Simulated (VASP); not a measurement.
# Re (Fm-3m) in VASP: settings compared, part 2 of 2

VASP 6.6.1.

## 3. Single point, HSE06

This run uses another cell than the first one, of 14.57 Å³/atom, 0.991 times its volume.

The input, POSCAR:

```
Re
1.0
    0.0000000000      1.9385105264      1.9385105264
    1.9385105264      0.0000000000      1.9385105264
    1.9385105264      1.9385105264      0.0000000000
Re
1
Direct
    0.0000000000      0.0000000000      0.0000000000
```

The input, INCAR.step1:

```
SYSTEM = Re
PREC     = Accurate       ! precision mode
ENCUT    = 520            ! plane-wave cutoff, eV
EDIFF    = 1E-5           ! SCF threshold, eV
ISMEAR   = 0              ! smearing method
SIGMA    = 0.05           ! smearing width, eV
LREAL    = .False.        ! projectors in reciprocal space
LASPH    = .True.         ! aspherical terms in the spheres
NELM     = 100            ! most SCF steps
ALGO     = Normal         ! electronic algorithm
ISIF     = 2              ! what is computed and relaxed
LWAVE    = .True.         ! write WAVECAR
LCHARG   = .False.        ! write CHGCAR
NBANDS   = 10             ! bands
GGA      = PE             ! functional
```

The input, INCAR.step2:

```
SYSTEM = Re
PREC     = Accurate       ! precision mode
ENCUT    = 520            ! plane-wave cutoff, eV
EDIFF    = 1E-6           ! SCF threshold, eV
ISMEAR   = 0              ! smearing method
SIGMA    = 0.05           ! smearing width, eV
LREAL    = .False.        ! projectors in reciprocal space
LASPH    = .True.         ! aspherical terms in the spheres
NELM     = 100            ! most SCF steps
ALGO     = Normal         ! electronic algorithm
ISIF     = 2              ! what is computed and relaxed
LWAVE    = .False.        ! write WAVECAR
LCHARG   = .False.        ! write CHGCAR
GGA      = PE             ! functional
LHFCALC  = .True.         ! exact exchange
HFSCREEN = 0.2079         ! screening, 1/A
PRECFOCK = Normal       
NBANDS   = 10             ! bands
ISTART   = 1
```

The input, KPOINTS:

```
Automatic mesh
0
Gamma
  10 10 10
  0 0 0
```

Potentials or basis: VASP PAW PBE potentials, release 64 (Re).

Started as:

```console
$ cat potpaw_PBE.64/Re/POTCAR > POTCAR
$ cp INCAR.step1 INCAR
$ mpirun -np 1 vasp_std > vasp.out
$ cp INCAR.step2 INCAR
$ mpirun -np 1 vasp_std > vasp.out
```

OUTCAR:

```text
SYSTEM = Re
   PREC = Accurate
   ENCUT = 520
   EDIFF = 1E-6
   ISMEAR = 0
   LREAL = .False.
   LASPH = .True.
   NELM = 100
   ISIF = 2
   GGA = PE
   LHFCALC = .True.
   HFSCREEN = 0.2079
   PRECFOCK = Normal
   ISTART = 1

 ion  position               nearest neighbor table
   1  0.000  0.000  0.000-

  LATTYP: Found a face centered cubic cell.
 ALAT       =     3.8770210528

  Lattice vectors:

 A1 = (   0.0000000000,   1.9385105264,   1.9385105264)
 A2 = (   1.9385105264,   0.0000000000,   1.9385105264)
 A3 = (   1.9385105264,   1.9385105264,   0.0000000000)

Analysis of symmetry for initial positions (statically):
=====================================================================
 Subroutine PRICEL returns:
 Original cell was already a primitive cell.

 Routine SETGRP: Setting up the symmetry group for a
 face centered cubic supercell.

 Subroutine GETGRP returns: Found 48 space group operations
 (whereof 48 operations were pure point group operations)
 out of a pool of 48 trial point group operations.

The static configuration has the point symmetry O_h .

Analysis of symmetry for dynamics (positions and initial velocities):
=====================================================================
 Subroutine PRICEL returns:
 Original cell was already a primitive cell.

 Routine SETGRP: Setting up the symmetry group for a
 face centered cubic supercell.

 Subroutine GETGRP returns: Found 48 space group operations
 (whereof 48 operations were pure point group operations)
 out of a pool of 48 trial point group operations.

The dynamic configuration has the point symmetry O_h .

 Subroutine INISYM returns: Found 48 space group operations
 (whereof 48 operations are pure point group operations),
 and found     1 'primitive' translations

----------------------------------------------------------------------------------------

                                     Primitive cell

  volume of cell :      14.5692
[... 119 lines left out ...]
   AEXX    =    0.2500 exact exchange contribution
   HFSCREEN=    0.2079 screening length (either q_TF or 0.3 A-1)
   HFSCREENC=   0.2079 screening length for correlation (either q_TF or 0.3 A-1)
   ENCUTFOCK=  -1.0 apply spherical cutoff to Coloumb kernel
   IVDW    =     0    specifies the selected vdW correction
   LEPSILON=     F    determine dielectric tensor
   LRPA    =     F    only Hartree local field effects (RPA)
 non-spin polarized calculation
 Gauss-broadening in eV      SIGMA  =   0.05
  energy-cutoff  :      520.00
  volume of cell :       14.57
 maximum number of plane-waves:       400
  NGX = 16; NGY = 16; NGZ = 16

 number of electron       7.0000001 magnetization

 Free energy of the ion-electron system (eV)
  ---------------------------------------------------
  ext. energy  EPLUGINS =         0.00000000
  ---------------------------------------------------
  free energy    TOTEN  =       -14.42457368 eV

  energy without entropy =      -14.42284418  energy(sigma->0) =      -14.42370893

 E-fermi :   8.1857     XC(G=0): -11.2132

 val. band max:        7.9934064512   @ k =  -0.2000   0.2000   0.0000
 cond. band min:       8.1914290449   @ k =   0.3000   0.2000   0.1000
 fundamental gap:      0.1980225937
 Fermi energy:         8.1857377928

 k-point     1 :       0.0000    0.0000    0.0000
  band No.  band energies     occupation
      1      -3.4380      2.00000
      2       5.5745      2.00000
      3       5.5745      2.00000
      4       5.5745      2.00000
      5       9.7794      0.00000
      6       9.7794      0.00000
      7      22.9717      0.00000
      8      28.9507      0.00000
      9      28.9507      0.00000
     10      28.9507      0.00000
[... 287 lines left out ...]
 k-point    24 :       0.4000    0.3000    0.0000
  band No.  band energies     occupation
      1       0.9510      2.00000
      2       1.9595      2.00000
      3       6.7986      2.00000
      4       9.8442      0.00000
      5      11.6636      0.00000
      6      12.3784      0.00000
      7      23.3945      0.00000
      8      25.4868      0.00000
      9      27.2255      0.00000
     10      31.6002      0.00000

 [... further k-points ...]

------------------------ aborting loop because EDIFF is reached ----------------------------------------

  FORCE on cell =-STRESS in cart. coord.  units (eV):
  Direction    XX          YY          ZZ          XY          YZ          ZX
  --------------------------------------------------------------------------------------
  -------------------------------------------------------------------------------------
  Total       -0.3733753     -0.3733753     -0.3733753      0.0000000     -0.0000000     -0.0000000
  in kB      -41.0602546    -41.0602546    -41.0602546      0.0000000     -0.0000000     -0.0000000
  external PRESSURE =     -41.0602546 kB  Pullay stress =       0.0000000 kB

 VOLUME and BASIS-vectors are now :
 -----------------------------------------------------------------------------
  energy-cutoff  :      520.00
  volume of cell :       14.57
      direct lattice vectors                 reciprocal lattice vectors
     0.000000000  1.938510526  1.938510526    -0.257929990  0.257929990  0.257929990
     1.938510526  0.000000000  1.938510526     0.257929990 -0.257929990  0.257929990
     1.938510526  1.938510526  0.000000000     0.257929990  0.257929990 -0.257929990

 POSITION                                       TOTAL-FORCE (eV/Angst)
 -----------------------------------------------------------------------------------
      0.00000      0.00000      0.00000        -0.000000     -0.000000     -0.000000
 -----------------------------------------------------------------------------------
    total drift:                               -0.000002     -0.000004     -0.000004

  FREE ENERGIE OF THE ION-ELECTRON SYSTEM (eV)
  ---------------------------------------------------
  free  energy   TOTEN  =       -14.4245736847 eV

  energy  without entropy=      -14.4228441775  energy(sigma->0) =      -14.42370893
```

OSZICAR.step1:

```text
N       E                     dE             d eps       ncg     rms          rms(c)
DAV:   1     0.635728627211E+01    0.63573E+01   -0.34890E+03  1456   0.786E+02
DAV:   2    -0.125749269058E+02   -0.18932E+02   -0.17314E+02  1410   0.170E+02
DAV:   3    -0.130323413309E+02   -0.45741E+00   -0.44865E+00  1524   0.473E+01
DAV:   4    -0.130344101493E+02   -0.20688E-02   -0.20678E-02  1574   0.182E+00
DAV:   5    -0.130344149963E+02   -0.48469E-05   -0.48462E-05  1360   0.338E-02    0.308E+01
DAV:   6    -0.125453310578E+02    0.48908E+00   -0.37026E-01  1484   0.164E+01    0.130E+01
DAV:   7    -0.123628201863E+02    0.18251E+00   -0.31286E-01  1498   0.144E+01    0.749E-01
DAV:   8    -0.123568384102E+02    0.59818E-02   -0.28727E-03  1420   0.422E-01    0.122E-01
DAV:   9    -0.123563695520E+02    0.46886E-03   -0.44105E-04  1426   0.233E-01    0.180E-02
DAV:  10    -0.123563783099E+02   -0.87579E-05   -0.11146E-05  1098   0.218E-02
   1 F= -.12356378E+02 E0= -.12354887E+02  d E =-.298237E-02
```

Run time: 29 min. Hardware: 1 thread of Intel Xeon 6975P-C (Granite Rapids), shared host; peak memory 0.25 GiB.

What came out:

| Quantity | Value |
| --- | --- |
| Free energy | -14.4246 eV |
| Pressure | -4.1 GPa |

Levels at points of the mesh, in eV from the Fermi level:
| k point | band 1 | band 2 | band 3 | band 4 | band 5 | band 6 | band 7 | band 8 |
| --- | --- | --- | --- | --- | --- | --- | --- | --- |
| (0.00, 0.00, 0.00) | -11.62 | -2.61 | -2.61 | -2.61 | 1.59 | 1.59 | 14.79 | 20.76 |
| (0.50, 0.00, 0.00) | -8.13 | -2.71 | -2.71 | -0.25 | 4.33 | 4.33 | 11.01 | 14.25 |
| (0.50, 0.50, 0.00) | -7.99 | -7.20 | 2.76 | 4.44 | 5.05 | 5.05 | 13.17 | 13.17 |

Caveat: the PAW data sets were made with another functional, which shifts forces and pressure a little; spin-orbit coupling is left out, which moves the levels of the heavy elements.

## 4. Single point, PBE

This run uses another cell than the first one, of 14.98 Å³/atom, 1.019 times its volume.

The input, INCAR:

```
ALGO = Normal
EDIFF = 1E-6
ENCUT = 520
GGA = PE
ISIF = 2
ISMEAR = 0
LASPH = True
LCHARG = False
LREAL = False
LWAVE = False
NBANDS = 10
NELM = 100
PREC = Accurate
SIGMA = 0.05
```

The input, KPOINTS:

```
k-points
0
Gamma
  8 8 8
```

The input, POSCAR:

```
Re
1.0
    0.0000000000      1.9565336225      1.9565336225
    1.9565336225      0.0000000000      1.9565336225
    1.9565336225      1.9565336225      0.0000000000
Re
1
Direct
    0.0000000000      0.0000000000      0.0000000000
```

Started as:

```console
$ cat potpaw_PBE.64/Re/POTCAR > POTCAR
$ mpirun -np 1 vasp_std > vasp.out
```

Run time: 3.2 s. Hardware: 1 thread of Intel Xeon 6975P-C (Granite Rapids), shared host; peak memory 0.14 GiB.

The run converged. Its results:

```
Free energy : -12.3371 eV
Pressure    : -0.5 GPa
```

Levels at points of the mesh, in eV from the Fermi level:
```
           k point  band 1  band 2  band 3  band 4  band 5  band 6  band 7  band 8
(0.00, 0.00, 0.00)  -10.21   -2.07   -2.07   -2.07    1.05    1.05   13.67   19.25
(0.50, 0.00, 0.00)   -6.96   -2.26   -2.26   -0.01    3.53    3.53    9.52   13.18
(0.50, 0.50, 0.00)   -6.87   -6.02    2.52    3.49    4.25    4.25   11.94   11.94
```

Caveat: spin-orbit coupling is left out, which moves the levels of the heavy elements.

## 5. Single point, PBE

This run uses another cell than the first one, of 15.39 Å³/atom, 1.047 times its volume.

INCAR, as its differences from that of step 4:

```diff
@@ -1,2 +1,2 @@
-ALGO = Normal
+ALGO = Fast
 EDIFF = 1E-6
```

KPOINTS is that of step 4.

The input, POSCAR:

```
Re
1.0
    0.0000000000      1.9741118739      1.9741118739
    1.9741118739      0.0000000000      1.9741118739
    1.9741118739      1.9741118739      0.0000000000
Re
1
Direct
    0.0000000000      0.0000000000      0.0000000000
```

Started as:

```console
$ cat potpaw_PBE.64/Re/POTCAR > POTCAR
$ mpirun -np 1 vasp_std > vasp.out
```

Run time: 5.1 s. Hardware: 1 thread of Intel Xeon 6975P-C, shared host; peak memory 0.14 GiB.

It converged, with:

```yaml
Free_energy: -12.3242 eV
Pressure: -9.8 GPa
```

Levels at points of the mesh, in eV from the Fermi level:
| k point | band 1 | band 2 | band 3 | band 4 | band 5 | band 6 | band 7 | band 8 |
| --- | --- | --- | --- | --- | --- | --- | --- | --- |
| (0.00, 0.00, 0.00) | -10.01 | -1.99 | -1.99 | -1.99 | 1.00 | 1.00 | 13.65 | 19.09 |
| (0.50, 0.00, 0.00) | -6.76 | -2.17 | -2.17 | -0.04 | 3.38 | 3.38 | 9.14 | 13.16 |
| (0.50, 0.50, 0.00) | -6.63 | -5.80 | 2.42 | 3.33 | 4.07 | 4.07 | 11.73 | 11.73 |

Caveat: spin-orbit coupling is left out, which moves the levels of the heavy elements.

## 6. The runs side by side

```csv
level,cell,k mesh,grid for exact exchange (PRECFOCK),screening parameter,gap on the mesh (eV),pressure (GPa)
PBE,"a = 2.750 Å, angles 60.0°, 1 atom",8 × 8 × 8,-,-,none,6.6
HSE06,"a = 2.741 Å, angles 60.0°, 1 atom",10 × 10 × 10,Normal,0.2079 1/Å,none,-4.1
PBE,"a = 2.767 Å, angles 60.0°, 1 atom",8 × 8 × 8,-,-,none,-0.5
PBE,"a = 2.792 Å, angles 60.0°, 1 atom",8 × 8 × 8,-,-,none,-9.8
```

Alike in all rows: task single point; potentials or basis VASP PAW PBE potentials, release 64 (Re); no spin polarisation; cutoff (eV) 520; smearing gaussian 0.05 eV.

Caveats: spin-orbit coupling is left out, which moves the levels of the heavy elements; the PAW data sets were made with another functional, which shifts forces and pressure a little (some runs).

Total energies depend on the potentials used, so only differences within one code and one set of settings carry meaning.
